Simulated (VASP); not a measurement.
# CaO (Lime) (Fm-3m) in VASP: electric field gradients with r2SCAN

Aim: the electric field gradients of CaO (Lime) with r2SCAN.

Everything below comes from runs of VASP 6.6.1. Logs are shortened: lines on timing, memory, paths and dates and some standing lists are left out, and cuts for length are marked.

### 1 The cell of the first run

It takes space group Fm-3m (No. 225, cubic). The conventional cell has a = 4.813 Å, b = 4.813 Å, c = 4.813 Å, α = 90.00°, β = 90.00°, γ = 90.00°. Ca (site symmetry m-3m) has 6 O at 2.41 Å within 3.2 Å. Within 3.2 Å of O (site symmetry m-3m) lie 6 Ca at 2.41 Å.

### 2 Electric field gradients, r2SCAN

POSCAR reads:

```
CaO
1.0
    0.0000000000      2.4065000000      2.4065000000
    2.4065000000      0.0000000000      2.4065000000
    2.4065000000      2.4065000000      0.0000000000
Ca O
1 1
Direct
    0.0000000000      0.0000000000      0.0000000000
    0.5000000000      0.5000000000      0.5000000000
```

INCAR.step1 reads:

```
PREC = Accurate ; ENCUT = 520
ISMEAR = -1 ; SIGMA = 0.02
LREAL = False ; LASPH = True
NELM = 100 ; NBANDS = 15
GGA = PE ; ALGO = Normal
EDIFF = 1E-4 ; LWAVE = True
LCHARG = False
```

INCAR.step2 reads:

```
PREC = Accurate ; ENCUT = 520
EDIFF = 1E-8 ; ISMEAR = -1
SIGMA = 0.02 ; LREAL = False
LASPH = True ; NELM = 100
ALGO = Normal ; ISIF = 2
LWAVE = False ; LCHARG = False
METAGGA = R2SCAN ; LMIXTAU = True
LEFG = True ; NBANDS = 15
ISTART = 1
```

KPOINTS reads:

```
regular mesh
0
Gamma
  9 9 9
```

Potentials or basis: VASP PAW PBE potentials, release 64 (Ca_sv, O).

The run is started by

```sh
$ cat potpaw_PBE.64/Ca_sv/POTCAR potpaw_PBE.64/O/POTCAR > POTCAR
$ cp INCAR.step1 INCAR
$ mpirun -np 1 vasp_std > vasp.out
$ cp INCAR.step2 INCAR
$ mpirun -np 1 vasp_std > vasp.out
```

OUTCAR:

```text
PREC = Accurate
   ENCUT = 520
   EDIFF = 1E-8
   ISMEAR = -1
   LREAL = False
   LASPH = True
   NELM = 100
   ISIF = 2
   METAGGA = R2SCAN
   ISTART = 1

 ion  position               nearest neighbor table
   1  0.000  0.000  0.000-   2 2.41   2 2.41   2 2.41   2 2.41   2 2.41   2 2.41
   2  0.500  0.500  0.500-   1 2.41   1 2.41   1 2.41   1 2.41   1 2.41   1 2.41

  LATTYP: Found a face centered cubic cell.
 ALAT       =     4.8130000000

  Lattice vectors:

 A1 = (   0.0000000000,   2.4065000000,   2.4065000000)
 A2 = (   2.4065000000,   0.0000000000,   2.4065000000)
 A3 = (   2.4065000000,   2.4065000000,   0.0000000000)

Analysis of symmetry for initial positions (statically):
=====================================================================
 Subroutine PRICEL returns:
 Original cell was already a primitive cell.

 Routine SETGRP: Setting up the symmetry group for a
 face centered cubic supercell.

 Subroutine GETGRP returns: Found 48 space group operations
 (whereof 48 operations were pure point group operations)
 out of a pool of 48 trial point group operations.

The static configuration has the point symmetry O_h .

Analysis of symmetry for dynamics (positions and initial velocities):
=====================================================================
 Subroutine PRICEL returns:
 Original cell was already a primitive cell.

 Routine SETGRP: Setting up the symmetry group for a
 face centered cubic supercell.

 Subroutine GETGRP returns: Found 48 space group operations
 (whereof 48 operations were pure point group operations)
 out of a pool of 48 trial point group operations.

The dynamic configuration has the point symmetry O_h .

 Subroutine INISYM returns: Found 48 space group operations
 (whereof 48 operations are pure point group operations),
 and found     1 'primitive' translations

----------------------------------------------------------------------------------------

                                     Primitive cell

  volume of cell :      27.8732

  direct lattice vectors                    reciprocal lattice vectors
     0.000000000  2.406500000  2.406500000    -0.207770621  0.207770621  0.207770621
     2.406500000  0.000000000  2.406500000     0.207770621 -0.207770621  0.207770621
     2.406500000  2.406500000  0.000000000     0.207770621  0.207770621 -0.207770621

  length of vectors
     3.403304938  3.403304938  3.403304938     0.359869272  0.359869272  0.359869272

  position of ions in fractional coordinates (direct lattice)
     0.000000000  0.000000000  0.000000000
     0.500000000  0.500000000  0.500000000

  ion indices of the primitive-cell ions
   primitive index   ion index
                 1           1
                 2           2

----------------------------------------------------------------------------------------

 KPOINTS: regular mesh

Automatic generation of k-mesh.
 Grid dimensions read from file:
 generate k-points for:    9    9    9

 Generating k-lattice:

  Cartesian coordinates                     Fractional coordinates (reciprocal lattice)
    -0.023085625  0.023085625  0.023085625     0.111111111  0.000000000  0.000000000
     0.023085625 -0.023085625  0.023085625     0.000000000  0.111111111  0.000000000
     0.023085625  0.023085625 -0.023085625     0.000000000  0.000000000  0.111111111

  Length of vectors
     0.039985475  0.039985475  0.039985475

  Shift w.r.t. Gamma in fractional coordinates (k-lattice)
     0.000000000  0.000000000  0.000000000

 Subroutine IBZKPT returns following result:
 ===========================================

 Found     35 irreducible k-points:

 Following reciprocal coordinates:
            Coordinates               Weight
  0.000000  0.000000  0.000000      1.000000
  0.111111  0.000000  0.000000      8.000000
  0.222222  0.000000  0.000000      8.000000
  0.333333  0.000000  0.000000      8.000000
  0.444444  0.000000  0.000000      8.000000
  0.111111  0.111111  0.000000      6.000000
[... 16 lines left out ...]
 -0.333333  0.333333  0.000000     12.000000
  0.444444  0.444444  0.000000      6.000000
 [... further k-points ...]
   k-points           NKPTS =     35   k-points in BZ     NKDIM =     35   number of bands    NBANDS=     15
   number of dos      NEDOS =    301   number of ions     NIONS =      2
   total plane-waves  NPLWV =  21952
   dimension x,y,z NGX =    28 NGY =   28 NGZ =   28
   dimension x,y,z NGXF=    56 NGYF=   56 NGZF=   56
   ions per type =               1   1
   NGX,Y,Z   is equivalent  to a cutoff of  13.68, 13.68, 13.68 a.u.
   NGXF,Y,Z  is equivalent  to a cutoff of  27.36, 27.36, 27.36 a.u.
 SYSTEM =  unknown system
   PREC   = accura    normal or accurate (medium, high low for compatibility)
   ISTART =      1    job   : 0-new  1-cont  2-samecut
   ICHARG =      0    charge: 1-file 2-atom 10-const
   ISPIN  =      1    spin polarized calculation?
   LNONCOLLINEAR =      F non collinear calculations
   LSORBIT =      F    spin-orbit coupling
   LASPH  =      T    aspherical Exc in radial PAW
   ENCUT  =  520.0 eV  38.22 Ry    6.18 a.u.   6.33  6.33  6.33*2*pi/ulx,y,z
   NELM   =    100;   NELMIN=  2; NELMDL=  0     # of ELM steps
   EDIFF  = 0.1E-07   stopping-criterion for ELM
   LREAL  =      F    real-space projection
   EDIFFG = 0.1E-06   stopping-criterion for IOM
   NSW    =      0    number of steps for IOM
   IBRION =     -1    ionic relax: 0-MD 1-quasi-New 2-CG
   NFREE  =      0    steps in history (QN), initial steepest desc. (CG)
   ISIF   =      2    stress and relaxation
   ISYM   =      2    0-nonsym 1-usesym 2-fastsym
   POTIM  = 0.5000    time-step for ionic-motion
   TEBEG  =    0.0;   TEEND  =   0.0 temperature during run
   PSTRESS=    0.0 pullay stress
   NELECT =      16.0000    total number of electrons
   NUPDOWN=      -1.0000    fix difference up-down
   EMIN   =  10.00;   EMAX   =-10.00  energy-range for DOS
   EFERMI =   0.00;   METHOD = LEGACY
   ISMEAR =    -1;   SIGMA  =   0.02  broadening in eV -4-tet -1-fermi 0-gaus
   EFERMI_NEDOS =   21; number of points for ismear=-14 and -15
   IALGO  =     38    algorithm
   IMIX   =      4    mixing-type and parameters
     AMIX     =   0.40;   BMIX     =  1.00
     AMIX_MAG =   1.60;   BMIX_MAG =  1.00
  volume/ion in A,a.u.               =      13.94        94.05
  Fermi-wavevector in a.u.,A,eV,Ry     =   1.360564  2.571093 25.186211  1.851134
  Thomas-Fermi vector in A             =   2.487215
   LORBIT       =      0    0 simple, 1 ext, 2 COOP (PROOUT), +10 PAW based schemes
   METAGGA = R2SCAN    functional components
   LHFCALC =     F    Hartree Fock is set to
   AEXX    =    0.0000 exact exchange contribution
   IVDW    =     0    specifies the selected vdW correction
   LEPSILON=     F    determine dielectric tensor
   LRPA    =     F    only Hartree local field effects (RPA)
 non-spin polarized calculation
  energy-cutoff  :      520.00
  volume of cell :       27.87
 maximum number of plane-waves:       766
 NGX is ok and might be reduce to    28
   NGX = 13   NGY = 13   NGZ = 13

 number of electron      15.9999998 magnetization

 Free energy of the ion-electron system (eV)
  ---------------------------------------------------
  ext. energy  EPLUGINS =         0.00000000
  ---------------------------------------------------
  free energy    TOTEN  =       -19.45416509 eV

  energy without entropy =      -19.45416509  energy(sigma->0) =      -19.45416509

 E-fermi :   2.4224     XC(G=0): -11.0526

 val. band max:        1.9920763987   @ k =   0.0000   0.0000   0.0000
 cond. band min:       6.2397552105   @ k =   0.4444   0.4444   0.0000
 fundamental gap:      4.2476788118
 Fermi energy:         2.4224269329

 k-point     1 :       0.0000    0.0000    0.0000
  band No.  band energies     occupation
      1     -37.0816      2.00000
      2     -16.9763      2.00000
      3     -16.9763      2.00000
      4     -16.9763      2.00000
      5     -14.4735      2.00000
      6       1.9921      2.00000
      7       1.9921      2.00000
      8       1.9921      2.00000
      9       7.3855      0.00000
     10       8.8346      0.00000
     11       8.8346      0.00000
     12       8.8346      0.00000
     13      10.4231      0.00000
     14      10.4231      0.00000
[... 401 lines left out ...]
      2     -17.5742      2.00000
      3     -17.1928      2.00000
      4     -17.1928      2.00000
      5     -14.2088      2.00000
      6       0.6273      2.00000
      7       1.6173      2.00000
      8       1.6173      2.00000
      9       6.2398      0.00000
     10      10.6620      0.00000
     11      11.5584      0.00000
     12      12.1274      0.00000
     13      12.1274      0.00000
     14      13.8997      0.00000
     15      16.8641      0.00000

 [... further k-points ...]

------------------------ aborting loop because EDIFF is reached ----------------------------------------

  FORCE on cell =-STRESS in cart. coord.  units (eV):
  Direction    XX          YY          ZZ          XY          YZ          ZX
  --------------------------------------------------------------------------------------
  -------------------------------------------------------------------------------------
  Total       -0.0463557     -0.0463557     -0.0463557      0.0000000      0.0000000      0.0000000
  in kB       -2.6645611     -2.6645611     -2.6645611      0.0000000      0.0000000      0.0000000
  external PRESSURE =      -2.6645611 kB  Pullay stress =       0.0000000 kB

 VOLUME and BASIS-vectors are now :
 -----------------------------------------------------------------------------
  energy-cutoff  :      520.00
  volume of cell :       27.87
      direct lattice vectors                 reciprocal lattice vectors
     0.000000000  2.406500000  2.406500000    -0.207770621  0.207770621  0.207770621
     2.406500000  0.000000000  2.406500000     0.207770621 -0.207770621  0.207770621
     2.406500000  2.406500000  0.000000000     0.207770621  0.207770621 -0.207770621

 POSITION                                       TOTAL-FORCE (eV/Angst)
 -----------------------------------------------------------------------------------
      0.00000      0.00000      0.00000         0.000000      0.000000     -0.000000
      2.40650      2.40650      2.40650        -0.000000     -0.000000      0.000000
 -----------------------------------------------------------------------------------
    total drift:                                0.000000      0.000000      0.000000

  FREE ENERGIE OF THE ION-ELECTRON SYSTEM (eV)
  ---------------------------------------------------
  free  energy   TOTEN  =       -19.4541650859 eV

  energy  without entropy=      -19.4541650859  energy(sigma->0) =      -19.45416509

 Electric field gradients (V/A^2)
---------------------------------------------------------------------
 ion       V_xx      V_yy      V_zz      V_xy      V_xz      V_yz
---------------------------------------------------------------------
   1      -0.000     0.000     0.000     0.000     0.000     0.000
   2       0.000     0.000    -0.000    -0.001    -0.001    -0.001
---------------------------------------------------------------------

 Electric field gradients after diagonalization (V/A^2)
 (convention: |V_zz| > |V_xx| > |V_yy|)
----------------------------------------------------------------------
 ion       V_xx      V_yy      V_zz     asymmetry (V_yy - V_xx)/ V_zz
----------------------------------------------------------------------
   1      -0.000    -0.000     0.001       0.000
   2       0.001     0.001    -0.002       0.000
----------------------------------------------------------------------

           NMR quadrupolar parameters

 Cq : quadrupolar parameter    Cq=e*Q*V_zz/h
 eta: asymmetry parameters     (V_yy - V_xx)/ V_zz
 Q  : nuclear electric quadrupole moment in mb (millibarn)
----------------------------------------------------------------------
 ion       Cq(MHz)       eta       Q (mb)
----------------------------------------------------------------------
   1       0.000       0.000       1.000
   2      -0.000       0.000       1.000
----------------------------------------------------------------------
```

It took 46 s on 1 thread of Intel Xeon 6975P-C (Granite Rapids), shared host; peak memory 0.16 GiB.

What came out:

```yaml
Free_energy: -19.4542 eV
Pressure: -0.3 GPa
Band_gap_on_the_k_mesh: 4.25 eV, indirect (least direct gap 4.62 eV)
```

Caveat: without QUAD_EFG the Cq values of the log hold for a quadrupole moment of 1 mb, not for the nuclei; the PAW data sets were made with another functional, which shifts forces and pressure a little.
